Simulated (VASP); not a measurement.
Write the native input for VASP 6.6.1 that does the following.

* Task: single point
* Functional: PBEsol
* Potentials or basis: VASP PAW PBE potentials, release 64 (Ba_sv)
* Cutoff: 520 eV
* k mesh: 9 × 9 × 5
* Occupations: fermi-dirac, width 0.03 eV
* Spin: no spin polarisation
* Dipole correction: no
* Further INCAR settings: ALGO = Normal; EDIFF = 1e-07; NBANDS = 17

The structure of Ba lies in POSCAR:

```
Ba
1.0
    3.6273381591     -2.5418256946      0.0000000000
    3.6273381591      2.5418256946      0.0000000000
    0.0000000000      0.0000000000      7.2612383762
Ba
2
Direct
    0.7467739700      0.2532260300      0.2500000000
    0.2532260300      0.7467739700      0.7500000000
```

One way to write it, as run:

INCAR

```
SYSTEM = Ba
  PREC = Accurate
  ENCUT = 520
  EDIFF = 1E-7
  ISMEAR = -1
  SIGMA = 0.03
  LREAL = .FALSE.
  LASPH = .TRUE.
  NELM = 80
  ALGO = Normal
  ISIF = 2
  LWAVE = .FALSE.
  LCHARG = .TRUE.
  GGA = PS
  LELF = .TRUE.
  LVHAR = .TRUE.
  NBANDS = 17
```

KPOINTS

```
regular mesh
0
G
  9 9 5
  0 0 0
```

Potentials or basis: VASP PAW PBE potentials, release 64 (Ba_sv).

Launch:

```sh
$ cat potpaw_PBE.64/Ba_sv/POTCAR > POTCAR
$ mpirun -np 1 vasp_std > vasp.out
```

Results of the run:

```
Pressure               : -1.0 GPa
Largest force          : 0.021 eV/Å
Band gap on the k mesh : zero (bands 10 and 11 overlap by 0.84 eV)
```

Caveat: the PAW data sets were made with another functional, which shifts forces and pressure a little; spin-orbit coupling is left out, which moves the levels of the heavy elements.

Run time: 68 s on 1 thread of AMD EPYC 9R45 96-Core Processor (Zen 5), on a shared host, peak memory 0.3 GiB.
